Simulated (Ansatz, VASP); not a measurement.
## RuC5: VASP beside Ansatz

```
CELL_PARAMETERS angstrom
4.80756 0.00000 0.00000
-2.40378 4.16347 0.00000
0.00000 0.00000 2.77281
ATOMIC_POSITIONS crystal
Ru 0.00000 0.00000 0.00000
C 0.50000 0.00000 0.00000
C 0.00000 0.50000 0.00000
C 0.50000 0.50000 0.00000
C 0.33333 0.66667 0.00000
C 0.66667 0.33333 0.00000
```

Alike in both runs: functional PBE; k mesh 6 × 6 × 4; occupations gaussian, width 0.1 eV; no spin polarisation.

Ansatz relaxed the structure, and its values are those at the end. VASP's run is a single point on that final structure, the one shown.

|  | VASP | Ansatz |
| --- | --- | --- |
| version | VASP 6.6.1 | Ansatz 0.2.0 |
| potentials or method | VASP PAW PBE potentials, release 64 (Ru_sv, C), cutoff 700 eV | scalar-relativistic, plane waves, PAW |
| valence electrons in the cell | 36 | 36 |

|  | VASP | Ansatz | Ansatz less VASP |
| --- | --- | --- | --- |
| gap on the k mesh at the Fermi level (eV) | none | none | - |
| pressure (GPa) | -0.4 | -0.1 | +0.31 |

A gap of «none» marks a metal or a gap that the smearing closes.

The k mesh is coarse, so the values compare programs but aren't converged.
